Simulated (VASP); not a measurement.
# Co (Pm-3n) in VASP: single point with PBE

Aim: the single point of Co with PBE.

Program: VASP 6.6.1. These are calculated values, not measurements. Logs are shortened: lines on timing, memory, paths and dates and some standing lists are left out, and cuts for length are marked.

### Step 1. The cell of the first run

The structure is cubic, space group Pm-3n (No. 223). Conventional cell: a = 4.464 Å, b = 4.464 Å, c = 4.464 Å, α = 90.00°, β = 90.00°, γ = 90.00°. Within 3.3 Å of Co (site symmetry m-3) lie 12 Co at 2.50 Å. Co (site symmetry -4m2) has 14 Co at 2.23 to 2.73 Å within 3.0 Å.

### Step 2. Single point, PBE, collinear spin, ferromagnetic start

Input file INCAR:

```
  ALGO = Fast
  EDIFF = 1E-6
  ENCUT = 520
  GGA = PE
  ISIF = 2
  ISMEAR = 0
  ISPIN = 2
  LASPH = True
  LCHARG = True
  LELF = True
  LMAXMIX = 4
  LORBIT = 11
  LREAL = False
  LVHAR = True
  LWAVE = False
  MAGMOM = 1.85 1.85 1.96 1.96 1.96 1.96 1.96 1.96
  NBANDS = 50
  NELM = 150
  PREC = Accurate
  SIGMA = 0.1
```

Input file KPOINTS:

```
k-points
0
Gamma
  8 8 8
```

Input file POSCAR:

```
Co
1.0
    4.4639272721      0.0000000000      0.0000000000
    0.0000000000      4.4639272721      0.0000000000
    0.0000000000      0.0000000000      4.4639272721
Co
8
Direct
    0.5000000000      0.5000000000      0.5000000000
    0.0000000000      0.0000000000      0.0000000000
    0.2500000000      0.0000000000      0.5000000000
    0.5000000000      0.2500000000      0.0000000000
    0.5000000000      0.7500000000      0.0000000000
    0.7500000000      0.0000000000      0.5000000000
    0.0000000000      0.5000000000      0.7500000000
    0.0000000000      0.5000000000      0.2500000000
```

Potentials or basis: VASP PAW PBE potentials, release 64 (Co).

Run with:

```console
$ cat potpaw_PBE.64/Co/POTCAR > POTCAR
$ mpirun -np 1 vasp_std > vasp.out
```

OUTCAR:

```text
EDIFF = 1E-6
   ENCUT = 520
   GGA = PE
   ISIF = 2
   ISMEAR = 0
   ISPIN = 2
   LASPH = True
   LORBIT = 11
   LREAL = False
   NELM = 150
   PREC = Accurate

 ion  position               nearest neighbor table
   1  0.500  0.500  0.500-   3 2.50   4 2.50   5 2.50   6 2.50   7 2.50   8 2.50   4 2.50   5 2.50
                             3 2.50   6 2.50   7 2.50   8 2.50
   2  0.000  0.000  0.000-   3 2.50   4 2.50   5 2.50   6 2.50   7 2.50   8 2.50   3 2.50   6 2.50
                             7 2.50   8 2.50   4 2.50   5 2.50
   3  0.250  0.000  0.500-   6 2.23   6 2.23   1 2.50   2 2.50   1 2.50   2 2.50   8 2.73   5 2.73
                             4 2.73   5 2.73   4 2.73   7 2.73   8 2.73   7 2.73
   4  0.500  0.250  0.000-   5 2.23   5 2.23   1 2.50   1 2.50   2 2.50   2 2.50   8 2.73   3 2.73
                             3 2.73   6 2.73   6 2.73   7 2.73   7 2.73   8 2.73
   5  0.500  0.750  0.000-   4 2.23   4 2.23   1 2.50   1 2.50   2 2.50   2 2.50   8 2.73   3 2.73
                             3 2.73   6 2.73   6 2.73   7 2.73   7 2.73   8 2.73
   6  0.750  0.000  0.500-   3 2.23   3 2.23   1 2.50   2 2.50   1 2.50   2 2.50   8 2.73   4 2.73
                             4 2.73   5 2.73   5 2.73   7 2.73   8 2.73   7 2.73
   7  0.000  0.500  0.750-   8 2.23   8 2.23   1 2.50   2 2.50   2 2.50   1 2.50   3 2.73   4 2.73
                             5 2.73   3 2.73   6 2.73   6 2.73   4 2.73   5 2.73
   8  0.000  0.500  0.250-   7 2.23   7 2.23   1 2.50   2 2.50   2 2.50   1 2.50   3 2.73   4 2.73
                             5 2.73   3 2.73   6 2.73   6 2.73   4 2.73   5 2.73

  LATTYP: Found a simple cubic cell.
 ALAT       =     4.4639272721

  Lattice vectors:

 A1 = (   4.4639272721,   0.0000000000,   0.0000000000)
 A2 = (   0.0000000000,   4.4639272721,   0.0000000000)
 A3 = (   0.0000000000,   0.0000000000,   4.4639272721)

Analysis of symmetry for initial positions (statically):
=====================================================================
 Subroutine PRICEL returns:
 Original cell was already a primitive cell.

 Routine SETGRP: Setting up the symmetry group for a
 simple cubic supercell.

 Subroutine GETGRP returns: Found 48 space group operations
 (whereof 24 operations were pure point group operations)
 out of a pool of 48 trial point group operations.

The static configuration has the point symmetry T_h .
 The point group associated with its full space group is O_h .

Analysis of symmetry for dynamics (positions and initial velocities):
=====================================================================
 Subroutine PRICEL returns:
 Original cell was already a primitive cell.

 Routine SETGRP: Setting up the symmetry group for a
 simple cubic supercell.

 Subroutine GETGRP returns: Found 48 space group operations
 (whereof 24 operations were pure point group operations)
 out of a pool of 48 trial point group operations.

[... 179 lines left out ...]

 val. band max:       10.1642095634   @ k =   0.3750   0.2500   0.1250
 cond. band min:      10.1751408273   @ k =   0.5000   0.2500   0.0000
 fundamental gap:      0.0109312639
 Fermi energy:        10.1680700682

 spin component 1

 k-point     1 :       0.0000    0.0000    0.0000
  band No.  band energies     occupation
      1       1.1499      1.00000
      2       4.8737      1.00000
      3       4.8737      1.00000
      4       5.5193      1.00000
      5       5.6551      1.00000
      6       5.6551      1.00000
[... 1213 lines left out ...]
     47      13.6503      0.00000
     48      14.4819      0.00000

 [... further k-points ...]

 spin component 2

 k-point     1 :       0.0000    0.0000    0.0000
  band No.  band energies     occupation
      1       1.1682      1.00000
      2       5.7599      1.00000
      3       5.7599      1.00000
      4       6.2647      1.00000
      5       7.0601      1.00000
      6       7.0601      1.00000
[... 1213 lines left out ...]
     47      14.4456      0.00000
     48      15.2678      0.00000

 [... further k-points ...]

 [bands above 48 left out]

------------------------ aborting loop because EDIFF is reached ----------------------------------------

  FORCE on cell =-STRESS in cart. coord.  units (eV):
  Direction    XX          YY          ZZ          XY          YZ          ZX
  --------------------------------------------------------------------------------------
  -------------------------------------------------------------------------------------
  Total       -0.3634244     -0.3634244     -0.3634244      0.0000000      0.0000000      0.0000000
  in kB       -6.5459599     -6.5459599     -6.5459599      0.0000000      0.0000000      0.0000000
  external PRESSURE =      -6.5459599 kB  Pullay stress =       0.0000000 kB

 VOLUME and BASIS-vectors are now :
 -----------------------------------------------------------------------------
  energy-cutoff  :      520.00
  volume of cell :       88.95
      direct lattice vectors                 reciprocal lattice vectors
     4.463927272  0.000000000  0.000000000     0.224017987  0.000000000  0.000000000
     0.000000000  4.463927272  0.000000000     0.000000000  0.224017987  0.000000000
     0.000000000  0.000000000  4.463927272     0.000000000  0.000000000  0.224017987

 POSITION                                       TOTAL-FORCE (eV/Angst)
 -----------------------------------------------------------------------------------
      2.23196      2.23196      2.23196         0.000000      0.000000      0.000000
      0.00000      0.00000      0.00000         0.000000      0.000000      0.000000
      1.11598      0.00000      2.23196         0.000000      0.000000     -0.000000
      2.23196      1.11598      0.00000         0.000000      0.000000     -0.000000
      2.23196      3.34795      0.00000        -0.000000     -0.000000     -0.000000
      3.34795      0.00000      2.23196        -0.000000     -0.000000     -0.000000
      0.00000      2.23196      3.34795        -0.000000     -0.000000      0.000000
      0.00000      2.23196      1.11598        -0.000000     -0.000000     -0.000000
 -----------------------------------------------------------------------------------
    total drift:                                0.000000      0.000000     -0.000000

  FREE ENERGIE OF THE ION-ELECTRON SYSTEM (eV)
  ---------------------------------------------------
  free  energy   TOTEN  =       -55.5567946292 eV

  energy  without entropy=      -55.5159105343  energy(sigma->0) =      -55.53635258

 total charge

# of ion       s       p       d       tot
------------------------------------------
    1        0.486   0.517   7.257   8.261
    2        0.486   0.517   7.257   8.261
    3        0.482   0.504   7.257   8.243
    4        0.482   0.504   7.257   8.243
    5        0.482   0.504   7.257   8.243
    6        0.482   0.504   7.257   8.243
    7        0.482   0.504   7.257   8.243
    8        0.482   0.504   7.257   8.243
--------------------------------------------------
tot          3.863   4.057  58.059  65.978

 magnetization (x)

# of ion       s       p       d       tot
------------------------------------------
    1       -0.015  -0.054   1.727   1.658
    2       -0.015  -0.054   1.727   1.658
    3       -0.007  -0.048   1.773   1.719
    4       -0.007  -0.048   1.773   1.719
    5       -0.007  -0.048   1.773   1.719
    6       -0.007  -0.048   1.773   1.719
    7       -0.007  -0.048   1.773   1.719
    8       -0.007  -0.048   1.773   1.719
--------------------------------------------------
tot         -0.070  -0.394  14.092  13.628
```

stdout:

```text
POSCAR found type information on POSCAR Co
 POSCAR found :  1 types and       8 ions
 scaLAPACK will be used
 LDA part: xc-table for (Slater+PW92), standard interpolation
 POSCAR, INCAR and KPOINTS ok, starting setup
 FFT: planning ... GRIDC
 FFT: planning ... GRID_SOFT
 FFT: planning ... GRID
 WAVECAR not read
 entering main loop
WARNING in EDDRMM: call to ZHEGV failed, returncode =   8  4     50
```

It took 10 min on 1 thread of Intel Xeon 8259CL, shared host; peak memory 0.37 GiB.

What came out:

- Free energy: -55.5568 eV
- Pressure: -0.7 GPa
- Net moment: 13.47 μB per cell
- Site moments: Co +1.66, +1.72 (each value once) μB
- Valence electrons inside the program's atomic spheres: Co 8.26, 8.24 (each value once)

Levels at points of the mesh, in eV from the Fermi level:
Spin up:
```
           k point  band 41  band 42  band 43  band 44  band 45  band 46
(0.00, 0.00, 0.00)    -1.01     0.94     0.94     0.94     2.56     2.56
(0.50, 0.00, 0.00)    -0.56    -0.56     1.70     1.70     2.33     2.33
(0.50, 0.50, 0.00)    -0.92    -0.75    -0.75    -0.46     2.15     3.80
(0.50, 0.50, 0.50)    -0.08    -0.08    -0.08    -0.08    -0.08    -0.08
```
Spin down:
| k point | band 26 | band 27 | band 28 | band 29 | band 30 | band 31 | band 32 | band 33 | band 34 | band 35 |
| --- | --- | --- | --- | --- | --- | --- | --- | --- | --- | --- |
| (0.00, 0.00, 0.00) | -0.10 | -0.10 | -0.10 | -0.07 | -0.07 | -0.07 | 0.06 | 0.06 | 0.48 | 0.48 |
| (0.50, 0.00, 0.00) | -0.60 | -0.40 | -0.40 | -0.22 | -0.22 | 0.21 | 0.21 | 0.45 | 0.45 | 0.58 |
| (0.50, 0.50, 0.00) | -0.78 | -0.65 | -0.38 | -0.01 | 0.20 | 0.21 | 0.29 | 0.29 | 0.34 | 0.64 |
| (0.50, 0.50, 0.50) | -0.20 | -0.20 | -0.20 | -0.20 | -0.20 | 0.55 | 0.55 | 0.55 | 0.55 | 0.55 |
